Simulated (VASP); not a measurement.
# Re (Fm-3m) in VASP: further runs, part 3 of 3

VASP 6.6.1. Earlier steps stand in the parts before.

## (6) Single point, PBEsol+D4+U

Input file INCAR:

```
SYSTEM = Re
  PREC = Accurate
  ENCUT = 560
  EDIFF = 1E-6
  ISMEAR = -1
  SIGMA = 0.15
  LREAL = .FALSE.
  LASPH = .TRUE.
  NELM = 200
  ALGO = Normal
  ISIF = 2
  LWAVE = .FALSE.
  LCHARG = .FALSE.
  LMAXMIX = 4
  LDAU = .TRUE.
  LDAUTYPE = 2
  LDAUL = 2
  LDAUU = 7
  LDAUJ = 0
  LDAUPRINT = 1
  GGA = PS
  IVDW = 13
  NBANDS = 14
  GGA_COMPAT = .FALSE.
```

Input file KPOINTS:

```
Automatic mesh
0
G
  12 12 12
  0 0 0
```

Input file POSCAR:

```
Re
1.0
    2.7930717900      0.0000000000      0.0000000000
    1.3965358950      2.4188711247      0.0000000000
    1.3965358950      0.8062903749      2.2805335668
Re
1
Direct
    0.0000000000      0.0000000000      0.0000000000
```

Potentials or basis: VASP PAW PBE potentials, release 64 (Re_sv_GW).

Run with:

```
$ cat potpaw_PBE.64/Re_sv_GW/POTCAR > POTCAR
$ mpirun -np 1 vasp_std > vasp.out
```

Wall time 17 s (1 thread of Intel Xeon Platinum 8488C (Sapphire Rapids), shared host); peak memory 0.15 GiB.

The run converged. Its results:

| Quantity | Value |
| --- | --- |
| Free energy | -6.9816 eV |
| Pressure | -14.8 GPa |
| Band gap on the k mesh | zero (an odd number of electrons rules out a gap without spin polarisation) |
| Dispersion energy per atom | -0.395 eV |

Levels at points of the mesh, in eV from the Fermi level:
| k point | band 4 | band 5 | band 6 | band 7 | band 8 | band 9 | band 10 | band 11 | band 12 | band 13 |
| --- | --- | --- | --- | --- | --- | --- | --- | --- | --- | --- |
| (0.00, 0.00, 0.00) | -42.17 | -10.44 | -2.16 | -2.16 | -2.16 | 1.64 | 1.64 | 12.54 | 17.79 | 17.79 |
| (0.50, 0.00, 0.00) | -42.31 | -7.02 | -1.94 | -1.94 | -0.44 | 3.57 | 3.57 | 8.77 | 12.14 | 18.23 |
| (0.50, 0.50, 0.00) | -42.55 | -6.38 | -5.97 | 2.03 | 3.92 | 3.92 | 4.02 | 11.07 | 11.07 | 11.82 |

Eigenvalues of the final occupation matrices:
```tsv
site	spin	trace	eigenvalues
site 1 d	1	2.00	0.32 0.32 0.45 0.45 0.45
site 1 d	2	2.00	0.32 0.32 0.45 0.45 0.45
```

Caveat: the cell stands under tension; the PAW data sets were made with another functional, which shifts forces and pressure a little; spin-orbit coupling is left out, which moves the levels of the heavy elements; U without spin polarisation on a metal has little footing; the U is typed as a test and isn't derived for this compound.

## (7) Relaxation of cell and atoms, LDA

Input file INCAR:

```
ALGO = Normal ; EDIFF = 1E-7
EDIFFG = -0.01 ; ENCUT = 560
GGA = CA ; GGA_COMPAT = F
IBRION = 2 ; ISIF = 3
ISMEAR = -1 ; LASPH = T
LCHARG = F ; LREAL = F
LWAVE = F ; NELM = 120
NELMIN = 4 ; NSW = 60
PREC = Accurate ; SIGMA = 0.05
```

Input file KPOINTS:

```
k-points
0
Gamma
  12 12 12
```

Input file POSCAR:

```
Re
1.0
    0.0000000000      1.9750000000      1.9750000000
    1.9750000000      0.0000000000      1.9750000000
    1.9750000000      1.9750000000      0.0000000000
Re
1
Direct
    0.0000000000      0.0000000000      0.0000000000
```

Potentials or basis: VASP PAW LDA potentials, release 64 (Re_sv_GW).

Run with:

```
$ cat potpaw_LDA.64/Re_sv_GW/POTCAR > POTCAR
$ mpirun -np 1 vasp_std > vasp.out
```

Wall time 41 s (1 thread of AMD EPYC 9R45 (Zen 5), shared host); peak memory 0.13 GiB.

The run converged. Its results:

```
Free energy                           : -15.3195 eV
Relaxed volume                        : 14.41 Å³/atom
Relaxed cell                          : a = 2.731 Å, b = 2.731 Å, c = 2.731 Å, α = 60.00°, β = 60.00°, γ = 60.00°
Space group after relaxing (to 0.1 Å) : Fm-3m (No. 225)
Pressure after relaxing               : 0.0 GPa
Band gap on the k mesh                : zero (an odd number of electrons rules out a gap without spin polarisation)
```

Final structure:
```cif
data_structure
_symmetry_space_group_name_H-M 'P 1'
_symmetry_Int_Tables_number 1
_cell_length_a 2.7312
_cell_length_b 2.7312
_cell_length_c 2.7312
_cell_angle_alpha 60.000
_cell_angle_beta 60.000
_cell_angle_gamma 60.000
_cell_volume 14.41
loop_
_atom_site_label
_atom_site_type_symbol
_atom_site_fract_x
_atom_site_fract_y
_atom_site_fract_z
_atom_site_occupancy
Re1 Re 0.00000 0.00000 0.00000 1
```

Levels at points of the mesh, in eV from the Fermi level:
```csv
k point,band 4,band 5,band 6,band 7,band 8,band 9,band 10,band 11
"(0.00, 0.00, 0.00)",-41.12,-10.17,-1.97,-1.97,-1.97,1.31,1.31,13.13
"(0.50, 0.00, 0.00)",-41.30,-6.99,-2.20,-2.20,0.42,3.97,3.97,10.33
"(0.50, 0.50, 0.00)",-41.60,-6.99,-6.12,3.04,3.91,4.75,4.75,12.26
```

Caveat: spin-orbit coupling is left out, which moves the levels of the heavy elements. LDA usually gives volumes a few per cent too small.

## (8) Overview

| task | level | potentials or basis | U | cell | k mesh | cutoff (eV) | smearing | grid for exact exchange (PRECFOCK) | share of exact exchange | screening parameter | gap on the mesh (eV) | pressure (GPa) |
| --- | --- | --- | --- | --- | --- | --- | --- | --- | --- | --- | --- | --- |
| single point | HSE06 | VASP PAW PBE potentials, release 64 (Re) | - | a = 2.793 Å, angles 60.0°, 1 atom | 8 × 8 × 8 | 520 | methfessel-paxton 0.025 eV | Normal | 0.25 | 0.2079 1/Å | none | -23.5 |
| single point | B3LYP+D4 | VASP PAW PBE potentials, release 64 (Re) | - | a = 2.774 Å, angles 60.0°, 1 atom | 8 × 8 × 8 | 520 | methfessel-paxton 0.01 eV | Normal | 0.2 | - | none | -13.2 |
| single point | B3LYP+D4 | VASP PAW PBE potentials, release 64 (Re) | - | a = 2.792 Å, angles 60.0°, 1 atom | 8 × 8 × 8 | 520 | methfessel-paxton 0.01 eV | Normal | 0.2 | - | none | -19.6 |
| single point | BLYP | VASP PAW PBE potentials, release 64 (Re_sv_GW) | - | a = 2.804 Å, angles 60.0°, 1 atom | 12 × 12 × 12 | 560 | fermi-dirac 0.05 eV | - | - | - | none | 0.0 |
| single point | PBEsol+D4+U | VASP PAW PBE potentials, release 64 (Re_sv_GW) | Re d U = 7.0 eV | a = 2.793 Å, angles 60.0°, 1 atom | 12 × 12 × 12 | 560 | fermi-dirac 0.15 eV | - | - | - | none | -14.8 |
| relaxation of cell and atoms | LDA | VASP PAW LDA potentials, release 64 (Re_sv_GW) | - | relaxed from a = 2.793 Å, angles 60.0°, 1 atom | 12 × 12 × 12 | 560 | fermi-dirac 0.05 eV | - | - | - | none | 0.0 |

Alike in all rows: no spin polarisation.

Caveats: spin-orbit coupling is left out, which moves the levels of the heavy elements; the PAW data sets were made with another functional, which shifts forces and pressure a little (at least some runs); the cell stands under tension (at least some runs); the dispersion term is far too large for a dense solid, which distorts pressure and volume (at least some runs); U without spin polarisation on a metal has little footing (at least some runs); the U is typed as a test and isn't derived for this compound (at least some runs).

Total energies depend on the potentials used, so only differences within one code and one set of settings carry meaning.
